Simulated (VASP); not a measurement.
# Br (I4/mmm) in VASP: settings compared

Br is run at these levels: revPBE, BLYP, r2SCAN; tasks: relaxation of cell and atoms.

All numbers are computed with VASP 6.6.1; they aren't measurements. Logs are shortened: lines on timing, memory, paths and dates and some standing lists are left out, and cuts for length are marked.

### Step 1. The cell of the first run

It takes space group I4/mmm (No. 139, tetragonal). Conventional cell: a = 2.847 Å, b = 2.847 Å, c = 7.155 Å, α = 90.00°, β = 90.00°, γ = 90.00°. Br (site symmetry 4/mmm) has 4 Br at 2.85 Å within 3.8 Å.

### Step 2. Relaxation of cell and atoms, revPBE

INCAR reads:

```
PREC = Accurate
ENCUT = 600
EDIFF = 1E-7
ISMEAR = -1
SIGMA = 0.05
LREAL = False
LASPH = True
NELM = 80
ALGO = Normal
ISIF = 3
LWAVE = False
LCHARG = False
GGA = RE
IBRION = 2
NSW = 60
EDIFFG = -0.01
```

KPOINTS reads:

```
Automatic mesh
0
Gamma
  13 13 13
```

POSCAR reads:

```
Br
1.0
   -1.4234917050      1.4234917050      3.5775173700
    1.4234917050     -1.4234917050      3.5775173700
    1.4234917050      1.4234917050     -3.5775173700
Br
1
Direct
    0.0000000000      0.0000000000      0.0000000000
```

Potentials or basis: VASP PAW PBE potentials, release 64 (Br).

Started as:

```bash
$ cat potpaw_PBE.64/Br/POTCAR > POTCAR
$ mpirun -np 1 vasp_std > vasp.out
```

OUTCAR:

```text
PREC = Accurate
   ENCUT = 600
   EDIFF = 1E-7
   ISMEAR = -1
   LREAL = False
   LASPH = True
   NELM = 80
   ISIF = 3
   GGA = RE
   IBRION = 2
   NSW = 60
   EDIFFG = -0.01

 ion  position               nearest neighbor table
   1  0.000  0.000  0.000-

  LATTYP: Found a body centered tetragonal cell.
 ALAT       =     2.8469834100
 C/A-ratio  =     2.5131986069

  Lattice vectors:

 A1 = (  -1.4234917050,   1.4234917050,   3.5775173700)
 A2 = (   1.4234917050,  -1.4234917050,   3.5775173700)
 A3 = (   1.4234917050,   1.4234917050,  -3.5775173700)

Analysis of symmetry for initial positions (statically):
=====================================================================
 Subroutine PRICEL returns:
 Original cell was already a primitive cell.

 Routine SETGRP: Setting up the symmetry group for a
 body centered tetragonal supercell.

 Subroutine GETGRP returns: Found 16 space group operations
 (whereof 16 operations were pure point group operations)
 out of a pool of 16 trial point group operations.

The static configuration has the point symmetry D_4h.

Analysis of symmetry for dynamics (positions and initial velocities):
=====================================================================
 Subroutine PRICEL returns:
 Original cell was already a primitive cell.

 Routine SETGRP: Setting up the symmetry group for a
 body centered tetragonal supercell.

 Subroutine GETGRP returns: Found 16 space group operations
 (whereof 16 operations were pure point group operations)
 out of a pool of 16 trial point group operations.

The dynamic configuration has the point symmetry D_4h.

 Subroutine INISYM returns: Found 16 space group operations
 (whereof 16 operations are pure point group operations),
 and found     1 'primitive' translations

----------------------------------------------------------------------------------------

                                     Primitive cell

  volume of cell :      28.9969

  direct lattice vectors                    reciprocal lattice vectors
    -1.423491705  1.423491705  3.577517370     0.000000000  0.351248973  0.139761725
     1.423491705 -1.423491705  3.577517370     0.351248973  0.000000000  0.139761725
     1.423491705  1.423491705 -3.577517370     0.351248973  0.351248973  0.000000000

  length of vectors
     4.105032010  4.105032010  4.105032010     0.378033307  0.378033307  0.496741062

  position of ions in fractional coordinates (direct lattice)
     0.000000000  0.000000000  0.000000000

  ion indices of the primitive-cell ions
   primitive index   ion index
                 1           1

----------------------------------------------------------------------------------------

 KPOINTS: Automatic mesh

Automatic generation of k-mesh.
 Grid dimensions read from file:
 generate k-points for:   13   13   13

 Generating k-lattice:

  Cartesian coordinates                     Fractional coordinates (reciprocal lattice)
     0.000000000  0.027019152  0.010750902     0.076923077  0.000000000 -0.000000000
     0.027019152  0.000000000  0.010750902     0.000000000  0.076923077 -0.000000000
     0.027019152  0.027019152  0.000000000     0.000000000  0.000000000  0.076923077

  Length of vectors
     0.029079485  0.029079485  0.038210851

  Shift w.r.t. Gamma in fractional coordinates (k-lattice)
     0.000000000  0.000000000  0.000000000

 Subroutine IBZKPT returns following result:
 ===========================================

 Found    196 irreducible k-points:

 Following reciprocal coordinates:
            Coordinates               Weight
  0.000000  0.000000  0.000000      1.000000
  0.076923  0.000000  0.000000      8.000000
  0.153846  0.000000  0.000000      8.000000
  0.230769  0.000000  0.000000      8.000000
  0.307692  0.000000  0.000000      8.000000
  0.384615  0.000000  0.000000      8.000000
[... 16 lines left out ...]
  0.384615  0.153846  0.000000     16.000000
  0.461538  0.153846  0.000000     16.000000
 [... further k-points ...]
   k-points           NKPTS =    196   k-points in BZ     NKDIM =    196   number of bands    NBANDS=      7
   number of dos      NEDOS =    301   number of ions     NIONS =      1
   total plane-waves  NPLWV =  46656
   dimension x,y,z NGX =    36 NGY =   36 NGZ =   36
   dimension x,y,z NGXF=    72 NGYF=   72 NGZF=   72
   ions per type =               1
   NGX,Y,Z   is equivalent  to a cutoff of  14.58, 14.58, 14.58 a.u.
   NGXF,Y,Z  is equivalent  to a cutoff of  29.16, 29.16, 29.16 a.u.
 SYSTEM =  unknown system
   PREC   = accura    normal or accurate (medium, high low for compatibility)
   ISTART =      0    job   : 0-new  1-cont  2-samecut
   ICHARG =      2    charge: 1-file 2-atom 10-const
   ISPIN  =      1    spin polarized calculation?
   LNONCOLLINEAR =      F non collinear calculations
   LSORBIT =      F    spin-orbit coupling
   LASPH  =      T    aspherical Exc in radial PAW
   ENCUT  =  600.0 eV  44.10 Ry    6.64 a.u.   8.20  8.20  8.20*2*pi/ulx,y,z
   NELM   =     80;   NELMIN=  2; NELMDL= -5     # of ELM steps
   EDIFF  = 0.1E-06   stopping-criterion for ELM
   LREAL  =      F    real-space projection
   EDIFFG = -.1E-01   stopping-criterion for IOM
   NSW    =     60    number of steps for IOM
   IBRION =      2    ionic relax: 0-MD 1-quasi-New 2-CG
   NFREE  =      1    steps in history (QN), initial steepest desc. (CG)
   ISIF   =      3    stress and relaxation
   ISYM   =      2    0-nonsym 1-usesym 2-fastsym
   POTIM  = 0.5000    time-step for ionic-motion
   TEBEG  =    0.0;   TEEND  =   0.0 temperature during run
   PSTRESS=    0.0 pullay stress
   NELECT =       7.0000    total number of electrons
   NUPDOWN=      -1.0000    fix difference up-down
   EMIN   =  10.00;   EMAX   =-10.00  energy-range for DOS
   EFERMI =   0.00;   METHOD = LEGACY
   ISMEAR =    -1;   SIGMA  =   0.05  broadening in eV -4-tet -1-fermi 0-gaus
   EFERMI_NEDOS =   21; number of points for ismear=-14 and -15
   IALGO  =     38    algorithm
   IMIX   =      4    mixing-type and parameters
     AMIX     =   0.40;   BMIX     =  1.00
     AMIX_MAG =   1.60;   BMIX_MAG =  1.00
  volume/ion in A,a.u.               =      29.00       195.68
  Fermi-wavevector in a.u.,A,eV,Ry     =   1.019351  1.926294 14.137486  1.039076
  Thomas-Fermi vector in A             =   2.152860
   LORBIT       =      0    0 simple, 1 ext, 2 COOP (PROOUT), +10 PAW based schemes
   GGA     = RE    functional components
   LHFCALC =     F    Hartree Fock is set to
   AEXX    =    0.0000 exact exchange contribution
   IVDW    =     0    specifies the selected vdW correction
   LEPSILON=     F    determine dielectric tensor
   LRPA    =     F    only Hartree local field effects (RPA)
 conjugate gradient relaxation of ions
 non-spin polarized calculation
  energy-cutoff  :      600.00
  volume of cell :       29.00
 maximum number of plane-waves:       979
 NGX is ok and might be reduce to    36
   NGX = 17   NGY = 17   NGZ = 17

--------------------------------------- Ionic step        1  -------------------------------------------

 number of electron       7.0000000 magnetization

 Free energy of the ion-electron system (eV)
  ---------------------------------------------------
  ext. energy  EPLUGINS =         0.00000000
  ---------------------------------------------------
  free energy    TOTEN  =        -1.15384717 eV

  energy without entropy =       -1.14911784  energy(sigma->0) =       -1.15148250

------------------------ aborting loop because EDIFF is reached ----------------------------------------

  FORCE on cell =-STRESS in cart. coord.  units (eV):
  Direction    XX          YY          ZZ          XY          YZ          ZX
  --------------------------------------------------------------------------------------
  -------------------------------------------------------------------------------------
  Total        0.4930241      0.4930241      0.5340627      0.0000000      0.0000000      0.0000000
  in kB       27.2412569     27.2412569     29.5087776      0.0000000      0.0000000      0.0000000
  external PRESSURE =      27.9970971 kB  Pullay stress =       0.0000000 kB
[... 86 lines left out ...]
  FREE ENERGIE OF THE ION-ELECTRON SYSTEM (eV)
  ---------------------------------------------------
  free  energy   TOTEN  =        -1.1753858968 eV

  energy  without entropy=       -1.1701416119  energy(sigma->0) =       -1.17276375

 E-fermi :   0.4227     XC(G=0):  -7.8499

 val. band max:        0.3489684668   @ k =  -0.2308   0.3077   0.0769
 cond. band min:       0.4544228336   @ k =  -0.3077   0.3846   0.1538
 fundamental gap:      0.1054543668
 Fermi energy:         0.4227154010

 k-point     1 :       0.0000    0.0000    0.0000
  band No.  band energies     occupation
      1     -15.2374      2.00000
      2      -1.7584      2.00000
      3       1.2380      0.00000
      4       1.2380      0.00000
      5       6.1412      0.00000
      6      10.3532      0.00000
      7      10.5666      0.00000
[... 221 lines left out ...]
 k-point    24 :       0.4615    0.1538    0.0000
  band No.  band energies     occupation
      1     -13.6726      2.00000
      2      -4.4326      2.00000
      3      -1.0839      2.00000
      4       0.4585      0.65641
      5       7.8650      0.00000
      6      11.1967      0.00000
      7      13.5015      0.00000

 [... further k-points ...]

[... ionic steps 4 to 9 ...]

--------------------------------------- Ionic step       10  -------------------------------------------

 number of electron       7.0000002 magnetization

------------------------ aborting loop because EDIFF is reached ----------------------------------------

  FORCE on cell =-STRESS in cart. coord.  units (eV):
  Direction    XX          YY          ZZ          XY          YZ          ZX
  --------------------------------------------------------------------------------------
  -------------------------------------------------------------------------------------
  Total       -0.0167023     -0.0167023      0.0096549      0.0000000      0.0000000      0.0000000
  in kB       -0.5990710     -0.5990710      0.3462977      0.0000000      0.0000000      0.0000000
  external PRESSURE =      -0.2839481 kB  Pullay stress =       0.0000000 kB
[... 55 lines left out ...]
  energy  without entropy=       -1.2274812404  energy(sigma->0) =       -1.22992685

--------------------------------------- Ionic step       12  -------------------------------------------

 number of electron       7.0000000 magnetization

 Free energy of the ion-electron system (eV)
  ---------------------------------------------------
  ext. energy  EPLUGINS =         0.00000000
  ---------------------------------------------------
  free energy    TOTEN  =        -1.23270172 eV

  energy without entropy =       -1.22779364  energy(sigma->0) =       -1.23024768

 E-fermi :  -1.3924     XC(G=0):  -6.1893

 val. band max:       -1.4919942267   @ k =  -0.2308   0.3077   0.0769
 cond. band min:      -1.3501940751   @ k =  -0.3077   0.3846   0.1538
 fundamental gap:      0.1418001516
 Fermi energy:        -1.3923510215

 k-point     1 :       0.0000    0.0000    0.0000
  band No.  band energies     occupation
      1     -17.1531      2.00000
      2      -4.4562      2.00000
      3      -0.5978      0.00000
      4      -0.5978      0.00000
      5       3.4271      0.00000
      6       8.3041      0.00000
      7       8.3690      0.00000
[... 221 lines left out ...]
 k-point    24 :       0.4615    0.1538    0.0000
  band No.  band energies     occupation
      1     -15.5770      2.00000
      2      -6.4206      2.00000
      3      -2.9455      2.00000
      4      -1.3502      0.60154
      5       6.0093      0.00000
      6       8.8189      0.00000
      7       9.2610      0.00000

 [... further k-points ...]

------------------------ aborting loop because EDIFF is reached ----------------------------------------

  FORCE on cell =-STRESS in cart. coord.  units (eV):
  Direction    XX          YY          ZZ          XY          YZ          ZX
  --------------------------------------------------------------------------------------
  -------------------------------------------------------------------------------------
  Total       -0.0055266     -0.0055266      0.0018019      0.0000000      0.0000000      0.0000000
  in kB       -0.1939275     -0.1939275      0.0632298      0.0000000      0.0000000      0.0000000
  external PRESSURE =      -0.1082084 kB  Pullay stress =       0.0000000 kB
[... 16 lines left out ...]
  FREE ENERGIE OF THE ION-ELECTRON SYSTEM (eV)
  ---------------------------------------------------
  free  energy   TOTEN  =        -1.2327017171 eV

  energy  without entropy=       -1.2277936379  energy(sigma->0) =       -1.23024768

 reached required accuracy - stopping structural energy minimisation
```

Run time: 5.4 min. Hardware: 1 thread of Intel Xeon Platinum 8559C (Emerald Rapids), shared host; peak memory 0.24 GiB.

What came out:

```yaml
Free_energy: -1.2327 eV
Relaxed_volume: 45.66 Å³/atom
Relaxed_cell: a = 5.802 Å, b = 5.802 Å, c = 5.802 Å, α = 151.05°, β = 151.05°, γ = 41.41°
Space_group_after_relaxing_to_0.1_Å: I4/mmm (No. 139)
Energy_gained_by_relaxing: 78.9 meV/atom
Ionic_steps: 12
Pressure_after_relaxing: 0.0 GPa
Band_gap_on_the_k_mesh: zero (an odd number of electrons rules out a gap without spin polarisation)
```

The path:
| step | energy change (eV) | largest force (eV/Å) | pressure (GPa) | volume (Å³) |
| --- | --- | --- | --- | --- |
| 1 | 0.0000 | 0.0000 | 2.80 | 29.00 |
| 2 | -0.0209 | 0.0000 | 0.39 | 31.18 |
| 3 | -0.0215 | 0.0000 | -0.10 | 31.75 |
| 4 | -0.0349 | 0.0000 | -0.08 | 32.64 |
| 5 | -0.0602 | 0.0000 | 0.13 | 35.28 |
| 6 | -0.0736 | 0.0000 | 0.82 | 40.31 |
| 7 | -0.0733 | 0.0000 | -0.78 | 45.50 |
| 8 | -0.0778 | 0.0000 | -0.06 | 42.76 |
| 9 | -0.0781 | 0.0000 | -0.05 | 43.24 |
| 10 | -0.0787 | 0.0000 | -0.03 | 44.67 |
| 11 | -0.0785 | 0.0000 | 0.01 | 47.52 |
| 12 | -0.0789 | 0.0000 | -0.01 | 45.66 |

Final structure:
```cif
data_structure
_symmetry_space_group_name_H-M 'P 1'
_symmetry_Int_Tables_number 1
_cell_length_a 5.8017
_cell_length_b 5.8017
_cell_length_c 5.8017
_cell_angle_alpha 151.048
_cell_angle_beta 151.048
_cell_angle_gamma 41.405
_cell_volume 45.66
loop_
_atom_site_label
_atom_site_type_symbol
_atom_site_fract_x
_atom_site_fract_y
_atom_site_fract_z
_atom_site_occupancy
Br1 Br 0.00000 0.00000 0.00000 1
```

Levels at points of the mesh, in eV from the Fermi level:
```tsv
k point	band 1	band 2	band 3	band 4	band 5	band 6	band 7
(0.00, 0.00, 0.00)	-15.76	-3.06	0.79	0.79	4.82	9.70	9.76
```

Caveat: the volume moved by over 15 % at a fixed basis, so the end points are rough; the PAW data sets were made with another functional, which shifts forces and pressure a little; an odd number of electrons without spin polarisation forces a metal; a magnetic or distorted state may lie lower.

### Step 3. Relaxation of cell and atoms, BLYP

INCAR reads:

```
SYSTEM = Br
PREC = Accurate
ENCUT = 600
EDIFF = 1E-6
ISMEAR = -1
SIGMA = 0.05
LREAL = .False.
LASPH = .True.
NELM = 60
ALGO = Normal
ISIF = 3
LWAVE = .False.
LCHARG = .False.
GGA = B5
ALDAX = 1.0
AGGAX = 1.0
AGGAC = 1.0
ALDAC = 0.0
IBRION = 2
NSW = 60
EDIFFG = -0.01
```

KPOINTS reads:

```
regular mesh
0
Gamma
  13 13 13
  0 0 0
```

POSCAR is that of step 2.

Potentials or basis: VASP PAW PBE potentials, release 64 (Br).

Started as:

```bash
$ cat potpaw_PBE.64/Br/POTCAR > POTCAR
$ mpirun -np 1 vasp_std > vasp.out
```

It took 9.4 min on 1 thread of Intel Xeon Platinum 8559C (Emerald Rapids), shared host; peak memory 0.23 GiB.

The run converged. Its results:

- Free energy: -1.2005 eV
- Relaxed volume: 48.79 Å³/atom
- Relaxed cell: a = 5.991 Å, b = 5.991 Å, c = 5.991 Å, α = 151.52°, β = 151.52°, γ = 40.71°
- Space group after relaxing (to 0.1 Å): I4/mmm (No. 139)
- Energy gained by relaxing: 91.5 meV/atom
- Ionic steps: 17
- Pressure after relaxing: 0.0 GPa
- Band gap on the k mesh: zero (an odd number of electrons rules out a gap without spin polarisation)

Step by step:
| step | energy change (eV) | largest force (eV/Å) | pressure (GPa) | volume (Å³) |
| --- | --- | --- | --- | --- |
| 1 | 0.0000 | 0.0000 | 4.51 | 29.00 |
| 2 | -0.0421 | 0.0000 | -0.01 | 32.56 |
| 3 | -0.0425 | 0.0000 | 0.32 | 32.19 |
| 4 | -0.0519 | 0.0000 | 0.25 | 32.86 |
| 5 | -0.0706 | 0.0000 | 0.25 | 34.82 |
| 6 | -0.0847 | 0.0000 | 0.53 | 38.65 |
| 7 | -0.0857 | 0.0000 | 0.65 | 39.77 |
| 8 | -0.0801 | 0.0000 | -1.01 | 44.31 |
| 9 | -0.0883 | 0.0000 | -0.05 | 41.33 |
| 10 | -0.0883 | 0.0000 | -0.04 | 41.28 |
| 11 | -0.0883 | 0.0000 | -0.02 | 41.25 |
| 12 | -0.0887 | 0.0000 | -0.03 | 41.69 |
| 13 | -0.0897 | 0.0000 | -0.02 | 43.01 |
| 14 | -0.0910 | 0.0000 | -0.02 | 45.63 |
| 15 | -0.0906 | 0.0000 | -0.04 | 50.88 |
| 16 | -0.0914 | 0.0000 | -0.01 | 47.06 |
| 17 | -0.0915 | 0.0000 | -0.02 | 48.79 |

Final structure:
```yaml
crystal:
  lattice:
    - [-1.47356, 1.47356, 5.61716]
    - [1.47356, -1.47356, 5.61716]
    - [1.47356, 1.47356, -5.61716]
  atoms:
    - { symbol: Br, position: [0.00000, 0.00000, 0.00000] }
```

Levels at points of the mesh, in eV from the Fermi level:
| k point | band 1 | band 2 | band 3 | band 4 | band 5 | band 6 | band 7 |
| --- | --- | --- | --- | --- | --- | --- | --- |
| (0.00, 0.00, 0.00) | -15.45 | -2.81 | 0.73 | 0.73 | 4.83 | 9.74 | 9.94 |

Caveat: the volume moved by over 15 % at a fixed basis, so the end points are rough; the PAW data sets were made with another functional, which shifts forces and pressure a little; an odd number of electrons without spin polarisation forces a metal; a magnetic or distorted state may lie lower.

(Continued in part 2 of 2.)

The gap in the log of VASP goes by the Fermi energy; the results here count the filled bands.